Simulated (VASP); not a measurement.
Write the native input for VASP 6.6.1 that does the following.

- Task: relaxation of cell and atoms
- Functional: r2SCAN
- Potentials or basis: VASP PAW PBE potentials, release 64 (As)
- Cutoff: 600 eV
- k mesh: 12 × 12 × 8
- Occupations: gaussian, width 0.1 eV
- Spin: no spin polarisation
- Dipole correction: no
- Further INCAR settings: ALGO = Normal; EDIFF = 1e-06; IBRION = 2; EDIFFG = -0.01; NSW = 100; ISIF = 3

The system is As.

```
CELL_PARAMETERS angstrom
4.58929 0.00000 0.00000
-2.29464 3.97444 0.00000
0.00000 0.00000 5.71025
ATOMIC_POSITIONS crystal
As 0.33333 0.66667 0.46402
As 0.66667 0.33333 0.96402
As 0.66667 0.33333 0.53598
As 0.33333 0.66667 0.03598
```

This isn't the form of As at room conditions, which is rhombohedral.

One way to write it, as run:

POSCAR

```
As
1.0
    4.5892864040      0.0000000000      0.0000000000
   -2.2946432020      3.9744386111      0.0000000000
    0.0000000000      0.0000000000      5.7102529427
As
4
Direct
    0.3333333333      0.6666666667      0.4640164584
    0.6666666667      0.3333333333      0.9640164584
    0.6666666667      0.3333333333      0.5359835416
    0.3333333333      0.6666666667      0.0359835416
```

INCAR.step1

```
SYSTEM = As
PREC     = Accurate       ! precision mode
ENCUT    = 600            ! plane-wave cutoff, eV
ISMEAR   = 0              ! smearing method
SIGMA    = 0.1            ! smearing width, eV
LREAL    = .False.        ! projectors in reciprocal space
LASPH    = .True.         ! aspherical terms in the spheres
NELM     = 60             ! most SCF steps
GGA      = PE             ! functional
ALGO     = Normal         ! electronic algorithm
EDIFF    = 1E-4           ! SCF threshold, eV
LWAVE    = .True.         ! write WAVECAR
LCHARG   = .False.        ! write CHGCAR
```

INCAR.step2

```
SYSTEM = As
PREC     = Accurate       ! precision mode
ENCUT    = 600            ! plane-wave cutoff, eV
EDIFF    = 1E-6           ! SCF threshold, eV
ISMEAR   = 0              ! smearing method
SIGMA    = 0.1            ! smearing width, eV
LREAL    = .False.        ! projectors in reciprocal space
LASPH    = .True.         ! aspherical terms in the spheres
NELM     = 60             ! most SCF steps
ALGO     = Normal         ! electronic algorithm
ISIF     = 3              ! what is computed and relaxed
LWAVE    = .False.        ! write WAVECAR
LCHARG   = .False.        ! write CHGCAR
METAGGA  = R2SCAN         ! meta-GGA
LMIXTAU  = .True.       
IBRION   = 2              ! ionic algorithm
NSW      = 100            ! ionic steps
EDIFFG   = -0.01          ! ionic threshold
ISTART   = 1
```

KPOINTS

```
regular mesh
0
Gamma
  12 12 8
  0 0 0
```

Potentials or basis: VASP PAW PBE potentials, release 64 (As).

Run with:

```bash
$ cat potpaw_PBE.64/As/POTCAR > POTCAR
$ cp INCAR.step1 INCAR
$ mpirun -np 1 vasp_std > vasp.out
$ cp INCAR.step2 INCAR
$ mpirun -np 1 vasp_std > vasp.out
```

Results of the run:

```yaml
Relaxed_volume: 26.19 Å³/atom
Relaxed_cell: a = 4.588 Å, b = 4.588 Å, c = 5.747 Å, α = 90.00°, β = 90.00°, γ = 120.00°
Space_group_after_relaxing_to_0.1_Å: P6_3/mmc (No. 194)
Energy_gained_by_relaxing: 0.3 meV/atom
Ionic_steps: 6
Pressure_after_relaxing: 0.0 GPa
Band_gap_on_the_k_mesh: zero (bands 10 and 11 overlap by 0.80 eV)
```

Caveat: the PAW data sets were made with another functional, which shifts forces and pressure a little.

Run time: 50 min on 1 thread of Oxide Virtual Turin-like Processor, with other jobs on the host, peak memory 0.35 GiB.
